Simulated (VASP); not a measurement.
# GaN in VASP: further runs

Runs on GaN. Level: PBE. Tasks: single point.

Everything below comes from runs of VASP 6.6.1. Logs are shortened: lines on timing, memory, paths and dates and some standing lists are left out, and cuts for length are marked.

### 1 The cell of the first run

The cell holds an amorphous packing of atoms, 14 atoms: a = 5.476 Å, b = 5.747 Å, c = 5.589 Å, α = 90.20°, β = 95.41°, γ = 92.01°.

### 2 Single point, PBE

Contents of INCAR:

```
PREC = Accurate
ENCUT = 910
EDIFF = 1E-6
ISMEAR = -1
SIGMA = 0.05
LREAL = False
LASPH = True
NELM = 120
ALGO = Normal
ISIF = 2
LWAVE = False
LCHARG = True
GGA = PE
LELF = True
LVHAR = True
NBANDS = 76
ISYM = 0
GGA_COMPAT = False
```

Contents of KPOINTS:

```
Automatic mesh
0
Gamma
  1 1 1
  0.25 0.25 0.25
```

Contents of POSCAR:

```
GaN
1.0
    5.4688290000     -0.0987570000     -0.2611840000
   -0.0987570000      5.7463480000     -0.0120910000
   -0.2611840000     -0.0120910000      5.5829250000
Ga N
7 7
Direct
    0.1149091807      0.9508048843      0.9008898779
    0.5222932095      0.4782086155      0.3568779179
    0.8223990125      0.9621853898      0.3647697662
    0.0582354027      0.4621415178      0.2149394643
    0.6252987548      0.6781782684      0.8716158436
    0.6531303618      0.1683483511      0.8230928591
    0.0923074483      0.4555616326      0.6679074901
    0.9266579683      0.1588348386      0.1043169498
    0.4500909689      0.4215417855      0.6976397536
    0.2561353412      0.8322345273      0.3175133108
    0.4187569709      0.9351864171      0.4286176081
    0.9789540184      0.6372172905      0.9161145315
    0.4549295849      0.9461071098     -0.1024549479
    0.9372780407      0.1309575178      0.6401209823
```

Potentials or basis: VASP PAW PBE potentials, release 64 (Ga_d, N_h).

Command:

```sh
> cat potpaw_PBE.64/Ga_d/POTCAR potpaw_PBE.64/N_h/POTCAR > POTCAR
> mpirun -np 1 vasp_std > vasp.out
```

OUTCAR:

```text
PREC = Accurate
   ENCUT = 910
   EDIFF = 1E-6
   ISMEAR = -1
   LREAL = False
   LASPH = True
   NELM = 120
   ISIF = 2
   GGA = PE
   ISYM = 0

 ion  position               nearest neighbor table
   1  0.115  0.951  0.901-  13 1.86  12 1.93  14 1.99   8 2.02   6 2.86
   2  0.522  0.478  0.357-   9 2.01   4 2.59
   3  0.822  0.962  0.365-  14 1.86   8 1.96
   4  0.058  0.462  0.215-   8 1.94  12 1.97   7 2.52   2 2.59
   5  0.625  0.678  0.872-  13 1.84   9 1.94  12 1.95   6 2.83
   6  0.653  0.168  0.823-  13 1.72   9 1.95  14 1.96   8 2.07   5 2.83   1 2.86
   7  0.092  0.456  0.668-  12 1.90   9 1.97  14 2.02   4 2.52
   8  0.927  0.159  0.104-   4 1.94   3 1.96   1 2.02   6 2.07
   9  0.450  0.422  0.698-   5 1.94   6 1.95   7 1.97   2 2.01
  10  0.256  0.832  0.318-  11 1.18
  11  0.419  0.935  0.429-  10 1.18
  12  0.979  0.637  0.916-   7 1.90   1 1.93   5 1.95   4 1.97
  13  0.455  0.946  0.898-   6 1.72   5 1.84   1 1.86
  14  0.937  0.131  0.640-   3 1.86   6 1.96   1 1.99   7 2.02

IMPORTANT INFORMATION: All symmetrisations will be switched off!
NOSYMM: (Re-)initialisation of all symmetry stuff for point group C_1.

----------------------------------------------------------------------------------------

                                     Primitive cell

  volume of cell :     175.0000

  direct lattice vectors                    reciprocal lattice vectors
     5.468829000 -0.098757000 -0.261184000     0.183321640  0.003168634  0.008583134
    -0.098757000  5.746348000 -0.012091000     0.003168634  0.174079133  0.000525242
    -0.261184000 -0.012091000  5.582925000     0.008583134  0.000525242  0.179520256

  length of vectors
     5.475952945  5.747209277  5.589044179     0.183549814  0.174108761  0.179726093

  position of ions in fractional coordinates (direct lattice)
     0.114909181  0.950804884  0.900889878
     0.522293209  0.478208616  0.356877918
     0.822399013  0.962185390  0.364769766
     0.058235403  0.462141518  0.214939464
     0.625298755  0.678178268  0.871615844
     0.653130362  0.168348351  0.823092859
     0.092307448  0.455561633  0.667907490
     0.926657968  0.158834839  0.104316950
     0.450090969  0.421541785  0.697639754
     0.256135341  0.832234527  0.317513311
     0.418756971  0.935186417  0.428617608
     0.978954018  0.637217290  0.916114531
     0.454929585  0.946107110  0.897545052
     0.937278041  0.130957518  0.640120982

  ion indices of the primitive-cell ions
   primitive index   ion index
                 1           1
                 2           2
                 3           3
                 4           4
                 5           5
                 6           6
                 7           7
                 8           8
                 9           9
                10          10
                11          11
                12          12
                13          13
                14          14

----------------------------------------------------------------------------------------

 KPOINTS: Automatic mesh

Automatic generation of k-mesh.
 Grid dimensions read from file:
 generate k-points for:    1    1    1

 Generating k-lattice:

  Cartesian coordinates                     Fractional coordinates (reciprocal lattice)
     0.183321640  0.003168634  0.008583134     1.000000000  0.000000000  0.000000000
     0.003168634  0.174079133  0.000525242     0.000000000  1.000000000  0.000000000
     0.008583134  0.000525242  0.179520256    -0.000000000  0.000000000  1.000000000

  Length of vectors
     0.183549814  0.174108761  0.179726093

  Shift w.r.t. Gamma in fractional coordinates (k-lattice)
     0.250000000  0.250000000  0.250000000

 Subroutine IBZKPT returns following result:
 ===========================================

 Found      1 irreducible k-points:

 Following reciprocal coordinates:
            Coordinates               Weight
  0.250000  0.250000  0.250000      2.000000
   k-points           NKPTS =      1   k-points in BZ     NKDIM =      1   number of bands    NBANDS=     76
   number of dos      NEDOS =    301   number of ions     NIONS =     14
   total plane-waves  NPLWV = 181440
   dimension x,y,z NGX =    54 NGY =   60 NGZ =   56
   dimension x,y,z NGXF=   108 NGYF=  120 NGZF=  112
   ions per type =               7   7
   NGX,Y,Z   is equivalent  to a cutoff of  16.39, 17.36, 16.66 a.u.
   NGXF,Y,Z  is equivalent  to a cutoff of  32.79, 34.71, 33.31 a.u.
 SYSTEM =  unknown system
   PREC   = accura    normal or accurate (medium, high low for compatibility)
   ISTART =      0    job   : 0-new  1-cont  2-samecut
   ICHARG =      2    charge: 1-file 2-atom 10-const
   ISPIN  =      1    spin polarized calculation?
   LNONCOLLINEAR =      F non collinear calculations
   LSORBIT =      F    spin-orbit coupling
   LASPH  =      T    aspherical Exc in radial PAW
   ENCUT  =  910.0 eV  66.88 Ry    8.18 a.u.  13.47 14.14 13.75*2*pi/ulx,y,z
   NELM   =    120;   NELMIN=  2; NELMDL= -5     # of ELM steps
   EDIFF  = 0.1E-05   stopping-criterion for ELM
   LREAL  =      F    real-space projection
   EDIFFG = 0.1E-04   stopping-criterion for IOM
   NSW    =      0    number of steps for IOM
   IBRION =     -1    ionic relax: 0-MD 1-quasi-New 2-CG
   NFREE  =      0    steps in history (QN), initial steepest desc. (CG)
   ISIF   =      2    stress and relaxation
   ISYM   =      0    0-nonsym 1-usesym 2-fastsym
   POTIM  = 0.5000    time-step for ionic-motion
   TEBEG  =    0.0;   TEEND  =   0.0 temperature during run
   PSTRESS=    0.0 pullay stress
   NELECT =     126.0000    total number of electrons
   NUPDOWN=      -1.0000    fix difference up-down
   EMIN   =  10.00;   EMAX   =-10.00  energy-range for DOS
   EFERMI =   0.00;   METHOD = LEGACY
   ISMEAR =    -1;   SIGMA  =   0.05  broadening in eV -4-tet -1-fermi 0-gaus
   EFERMI_NEDOS =   21; number of points for ismear=-14 and -15
   IALGO  =     38    algorithm
   IMIX   =      4    mixing-type and parameters
     AMIX     =   0.40;   BMIX     =  1.00
     AMIX_MAG =   1.60;   BMIX_MAG =  1.00
  volume/ion in A,a.u.               =      12.50        84.35
  Fermi-wavevector in a.u.,A,eV,Ry     =   1.467300  2.772796 29.292938  2.152970
  Thomas-Fermi vector in A             =   2.582935
   LORBIT       =      0    0 simple, 1 ext, 2 COOP (PROOUT), +10 PAW based schemes
   GGA     = PE    functional components
   LHFCALC =     F    Hartree Fock is set to
   AEXX    =    0.0000 exact exchange contribution
   IVDW    =     0    specifies the selected vdW correction
   LEPSILON=     F    determine dielectric tensor
   LRPA    =     F    only Hartree local field effects (RPA)
 non-spin polarized calculation
  energy-cutoff  :      910.00
  volume of cell :      175.00
 maximum number of plane-waves:     10898
 NGX is ok and might be reduce to    54
   NGX = 27   NGY = 29   NGZ = 27

 number of electron     125.9999997 magnetization

 Free energy of the ion-electron system (eV)
  ---------------------------------------------------
  ext. energy  EPLUGINS =         0.00000000
  ---------------------------------------------------
  free energy    TOTEN  =       -77.52351326 eV

  energy without entropy =      -77.52350975  energy(sigma->0) =      -77.52351150

 E-fermi :   6.3883     XC(G=0): -11.2642

 val. band max:        5.7065033917   @ k =   0.2500   0.2500   0.2500
 cond. band min:       7.0700579073   @ k =   0.2500   0.2500   0.2500
 fundamental gap:      1.3635545156
 Fermi energy:         6.3882748136

 k-point     1 :       0.2500    0.2500    0.2500
  band No.  band energies     occupation
      1     -16.6517      2.00000
      2     -10.9113      2.00000
      3     -10.5134      2.00000
      4     -10.3517      2.00000
      5     -10.1925      2.00000
      6      -9.7751      2.00000
      7      -9.0422      2.00000
      8      -9.0187      2.00000
      9      -8.9815      2.00000
     10      -8.9726      2.00000
     11      -8.9438      2.00000
     12      -8.9278      2.00000
     13      -8.8841      2.00000
     14      -8.8657      2.00000
     15      -8.8373      2.00000
     16      -8.8234      2.00000
     17      -8.7849      2.00000
     18      -8.7374      2.00000
     19      -8.7253      2.00000
     20      -8.6772      2.00000
     21      -8.6604      2.00000
     22      -8.6291      2.00000
     23      -8.5861      2.00000
     24      -8.5741      2.00000
     25      -8.5596      2.00000
     26      -8.5476      2.00000
     27      -8.5159      2.00000
     28      -8.4980      2.00000
     29      -8.4753      2.00000
     30      -8.4306      2.00000
     31      -8.4095      2.00000
     32      -8.3706      2.00000
     33      -8.3356      2.00000
     34      -8.2515      2.00000
     35      -8.2336      2.00000
     36      -8.1335      2.00000
     37      -8.0553      2.00000
     38      -7.6282      2.00000
     39      -7.4035      2.00000
     40      -6.7755      2.00000
     41      -6.4071      2.00000
     42      -4.6461      2.00000
     43      -2.7617      2.00000
     44      -1.7789      2.00000
     45      -1.4781      2.00000
     46      -1.0266      2.00000
     47      -0.8967      2.00000
     48      -0.5151      2.00000
     49       0.0543      2.00000
     50       0.4054      2.00000
     51       1.0294      2.00000
     52       1.2143      2.00000
     53       1.7392      2.00000
     54       1.9485      2.00000
     55       2.4444      2.00000
     56       2.7440      2.00000
     57       3.1427      2.00000
     58       3.4086      2.00000
     59       3.6331      2.00000
     60       3.8829      2.00000
     61       4.2997      2.00000
     62       4.6111      2.00000
     63       5.7065      2.00000
     64       7.0701      0.00000
     65       7.4867      0.00000
     66       7.9386      0.00000
     67       8.5684      0.00000
     68       9.0068      0.00000
     69       9.6968      0.00000
     70      10.2368      0.00000
     71      10.4069      0.00000
     72      10.8373      0.00000
     73      11.2338      0.00000
     74      11.6315      0.00000
     75      11.9786      0.00000
 [bands above 75 left out]

------------------------ aborting loop because EDIFF is reached ----------------------------------------

  FORCE on cell =-STRESS in cart. coord.  units (eV):
  Direction    XX          YY          ZZ          XY          YZ          ZX
  --------------------------------------------------------------------------------------
  -------------------------------------------------------------------------------------
  Total        4.0778434      9.1824159     13.6224929      2.9969961     -2.4661951     -2.9115302
  in kB       37.3338799     84.0677721    124.7180093     27.4383987    -22.5787561    -26.6559321
  external PRESSURE =      82.0398871 kB  Pullay stress =       0.0000000 kB

 VOLUME and BASIS-vectors are now :
 -----------------------------------------------------------------------------
  energy-cutoff  :      910.00
  volume of cell :      175.00
      direct lattice vectors                 reciprocal lattice vectors
     5.468829000 -0.098757000 -0.261184000     0.183321640  0.003168634  0.008583134
    -0.098757000  5.746348000 -0.012091000     0.003168634  0.174079133  0.000525242
    -0.261184000 -0.012091000  5.582925000     0.008583134  0.000525242  0.179520256

 POSITION                                       TOTAL-FORCE (eV/Angst)
 -----------------------------------------------------------------------------------
      0.29922      5.44141      4.98809         0.097012      0.955138      0.067052
      2.71590      2.69206      1.85023         0.570966      0.145098     -0.265118
      4.30726      5.44342      1.81005         0.321825     -0.175411     -1.087698
      0.21670      2.64728      1.17919        -0.649363     -0.486558      0.023360
      3.12503      3.82476      4.69465        -0.564493     -0.593276      0.412053
      3.34025      0.89293      4.42264         1.887874      2.283978     -0.101837
      0.28538      2.60062      3.69926         0.267884     -1.178252     -1.046349
      5.02480      0.81994      0.33845        -0.257432     -0.410871      0.139039
      2.23763      2.36944      3.77222         0.514356      0.700001      0.327966
      1.23564      4.75318      1.69569         0.768635      1.393471      0.845432
      2.08581      5.32737      2.27226        -0.679983     -0.845639     -0.719047
      5.05153      3.55392      4.85121        -0.569286      0.354558     -0.303792
      2.16007      5.38088      4.88067        -1.478766     -2.746167      1.055127
      4.94569      0.65223      3.32736        -0.229229      0.603930      0.653814
 -----------------------------------------------------------------------------------
    total drift:                                0.001214     -0.000127     -0.000690

  FREE ENERGIE OF THE ION-ELECTRON SYSTEM (eV)
  ---------------------------------------------------
  free  energy   TOTEN  =       -77.5235132558 eV

  energy  without entropy=      -77.5235097509  energy(sigma->0) =      -77.52351150
```

Wall time 44 s (1 thread of Intel Xeon 6975P-C (Granite Rapids), shared host); peak memory 0.44 GiB.

What came out:

- Free energy: -77.5235 eV
- Pressure: 8.2 GPa
- Largest force: 3.293 eV/Å
- Band gap on the k mesh: 1.36 eV

Forces on the atoms (eV/Å):
```
Ga   0.097  0.955  0.067
Ga   0.571  0.145 -0.265
Ga   0.322 -0.175 -1.088
Ga  -0.649 -0.487  0.023
Ga  -0.564 -0.593  0.412
Ga   1.888  2.284 -0.102
Ga   0.268 -1.178 -1.046
N   -0.257 -0.411  0.139
N    0.514  0.700  0.328
N    0.769  1.393  0.845
N   -0.680 -0.846 -0.719
N   -0.569  0.355 -0.304
N   -1.479 -2.746  1.055
N   -0.229  0.604  0.654
```

Caveat: the k points lie up to 1.15 Å⁻¹ apart; the cutoff is under 1.25 times the usual one of these potentials, so pressure, stress and relaxed cells hold a basis-set (Pulay) error.

### 3 Single point, PBE

Contents of INCAR:

```
SYSTEM = GaN
  PREC = Accurate
  ENCUT = 910
  EDIFF = 1E-6
  ISMEAR = -1
  SIGMA = 0.05
  LREAL = .False.
  LASPH = .True.
  NELM = 120
  ALGO = Normal
  ISIF = 2
  LWAVE = .False.
  LCHARG = .True.
  GGA = PE
  LELF = .True.
  LVHAR = .True.
  ISYM = 0
  NBANDS = 76
  GGA_COMPAT = .False.
```

KPOINTS is that of step 2.

Contents of POSCAR:

```
GaN
1.0
    5.4688290000     -0.0987570000     -0.2611840000
   -0.0987570000      5.7463480000     -0.0120910000
   -0.2611840000     -0.0120910000      5.5829250000
Ga N
7 7
Direct
    0.1138360312      0.9700972790      0.9394139445
    0.5706285200      0.4472248941      0.3372190090
    0.8608766686      0.9640856393      0.3880562557
    0.0740855473      0.4858436982      0.1951448919
    0.6054119963      0.6713257439      0.8489515669
    0.6396829368      0.1904687469      0.8977367430
    0.0809118050      0.4543983016      0.6336253843
    0.9199453666      0.1674952735      0.1264647467
    0.4361494552      0.4262274009      0.6944140885
    0.2657432580      0.8679726876      0.3296758500
    0.4347217738      0.9466106024      0.4537361402
    0.9751989104      0.6538795468      0.8926232055
    0.4535870911      0.9180359721     -0.0603530114
    0.9510943009      0.1559785350      0.6693178845
```

Potentials or basis: VASP PAW PBE potentials, release 64 (Ga_d, N_h).

Command:

```sh
> cat potpaw_PBE.64/Ga_d/POTCAR potpaw_PBE.64/N_h/POTCAR > POTCAR
> mpirun -np 1 vasp_std > vasp.out
```

Run time: 65 s. Hardware: 1 thread of AMD EPYC 9R14 (Zen 4), shared host; peak memory 0.41 GiB.

Results (log left out):

* Free energy: -77.0056 eV
* Pressure: 6.3 GPa
* Largest force: 2.328 eV/Å
* Band gap on the k mesh: 1.33 eV

Forces on the atoms (eV/Å):
```
Ga   0.293  0.085 -1.607
Ga  -0.663  0.422  0.969
Ga  -0.204  0.062  0.964
Ga  -0.313 -0.241 -0.551
Ga   1.433  0.194  0.286
Ga   0.059 -0.465 -2.020
Ga   0.677  0.668  0.731
N    0.569  0.268  0.923
N    0.948 -1.041 -0.462
N    1.634  0.647  1.527
N   -1.466 -0.861 -0.844
N   -0.889 -0.137  0.071
N   -0.260  1.699  0.069
N   -1.819 -1.300 -0.055
```

Stress tensor (GPa, compression positive):
```
 0.63  1.65 -2.13
 1.65  7.58 -0.46
-2.13 -0.46 10.79
```

Levels at points of the mesh, in eV from the valence-band top:
| k point | band 59 | band 60 | band 61 | band 62 | band 63 | band 64 | band 65 | band 66 | band 67 | band 68 |
| --- | --- | --- | --- | --- | --- | --- | --- | --- | --- | --- |
| (0.25, 0.25, 0.25) | -1.66 | -1.51 | -1.13 | -0.87 | 0.00 | 1.33 | 1.85 | 2.20 | 2.75 | 2.96 |

Caveat: the k points lie up to 1.15 Å⁻¹ apart; the cutoff is under 1.25 times the usual one of these potentials, so pressure, stress and relaxed cells hold a basis-set (Pulay) error.

### 4 Single point, PBE

Contents of INCAR:

```
ALGO = Normal
EDIFF = 1E-6
ENCUT = 910
GGA = PE
GGA_COMPAT = False
ISIF = 2
ISMEAR = -1
ISYM = 0
LASPH = True
LCHARG = False
LREAL = False
LWAVE = False
NBANDS = 76
NELM = 120
PREC = Accurate
SIGMA = 0.1379
```

KPOINTS is that of step 3.

Contents of POSCAR:

```
GaN
1.0
    5.4688290000     -0.0987570000     -0.2611840000
   -0.0987570000      5.7463480000     -0.0120910000
   -0.2611840000     -0.0120910000      5.5829250000
Ga N
7 7
Direct
    1.1341924421      0.9219275251      0.9273796342
    0.4979026711      0.4379445145      0.4850889808
    0.9019015592      0.9276052250      0.4677311502
    0.0905944885      0.3946200922      0.1659530054
    0.6230554916      0.6696877636     -0.0958688644
    0.6287340660      0.1744511019      0.8945372841
    0.0002862698      0.5160593453      0.6234650193
    0.8987140624      0.0722913318      1.0538289173
    0.3991681459      0.4022548018      0.8384275260
    0.3222313119      0.9204058162      0.2889358696
    0.4586609411      1.0661824418      0.3168772841
    0.9321298942      0.6207932331     -0.0473408786
    0.4205429913      0.9188497595     -0.2104115830
    0.7949463421      0.2348471621      0.5932515308
```

Command:

```sh
> cat potpaw_PBE.64/Ga_d/POTCAR potpaw_PBE.64/N_h/POTCAR > POTCAR
> mpirun -np 1 vasp_std > vasp.out
```

Wall time 74 s (1 thread of Intel Xeon Platinum 8375C at 2.90GHz (Ice Lake), shared host); peak memory 0.42 GiB.

It converged, with:

```
Free energy            : -73.6920 eV
Pressure               : 14.5 GPa
Largest force          : 5.295 eV/Å
Band gap on the k mesh : 1.11 eV
```

Forces on the atoms (eV/Å):
```
Ga   0.359 -1.642 -0.649
Ga  -0.033  0.454 -0.596
Ga  -0.312  1.026 -1.120
Ga   0.482 -0.165 -0.372
Ga  -4.839  1.149 -0.604
Ga  -1.271 -0.339 -1.519
Ga   0.694 -0.684 -0.191
N    1.400  2.073  4.667
N   -0.889  1.554  0.316
N   -2.521 -3.926 -0.128
N    1.717  3.161  0.214
N    3.651 -0.819  0.084
N    0.564 -1.497  0.620
N    0.996 -0.344 -0.724
```

Stress tensor (GPa, compression positive):
```
18.20 -0.62  2.26
-0.62 16.52  2.80
 2.26  2.80  8.74
```

Levels at points of the mesh, in eV from the valence-band top:
```tsv
k point	band 61	band 62	band 63	band 64	band 65	band 66
(0.25, 0.25, 0.25)	-1.30	-1.04	0.00	1.11	1.56	1.72
```

Caveat: the k points lie up to 1.15 Å⁻¹ apart; the cutoff is under 1.25 times the usual one of these potentials, so pressure, stress and relaxed cells hold a basis-set (Pulay) error.

(Continued in part 2 of 3.)
